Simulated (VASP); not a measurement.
Input of a VASP 6.6.1 run:

Contents of INCAR:

```
SYSTEM = AlN
ALGO = Normal ; EDIFF = 1E-6
ENCUT = 520 ; GGA = PE
ISIF = 2 ; ISMEAR = 0
LASPH = .TRUE. ; LCHARG = .TRUE.
LELF = .TRUE. ; LREAL = .FALSE.
LVHAR = .TRUE. ; LWAVE = .FALSE.
NBANDS = 16 ; NELM = 60
PREC = Accurate ; SIGMA = 0.05
```

File KPOINTS:

```
k-points
0
G
  12 12 6
  0 0 0
```

The input POSCAR:

```
AlN
1.0
    3.1130000000      0.0000000000      0.0000000000
   -1.5565000000      2.6959370820      0.0000000000
    0.0000000000      0.0000000000      4.9810000000
Al N
2 2
Direct
    0.3333333333      0.6666666667      0.0000000000
    0.6666666667      0.3333333333      0.5000000000
    0.3333333333      0.6666666667      0.3800000000
    0.6666666667      0.3333333333      0.8800000000
```

Potentials or basis: VASP PAW PBE potentials, release 64 (Al, N).

Command:

```sh
$ cat potpaw_PBE.64/Al/POTCAR potpaw_PBE.64/N/POTCAR > POTCAR
$ mpirun -np 1 vasp_std > vasp.out
```

**Question.** What does it give for the band gap on the k mesh?

**Answer.** 4.22 eV.

**Question.** What does it give for the pressure?

**Answer.** 3.5 GPa.

**Question.** Estimate the largest force.

**Answer.** 0.129 eV/Å.

Forces on the atoms (eV/Å):
```
Al   0.000  0.000 -0.129
Al   0.000  0.000 -0.129
N    0.000  0.000  0.129
N    0.000  0.000  0.129
```

Caveat: the cell stands under pressure. Expect the measured gap to be larger: semilocal functionals such as PBE lack the derivative discontinuity.
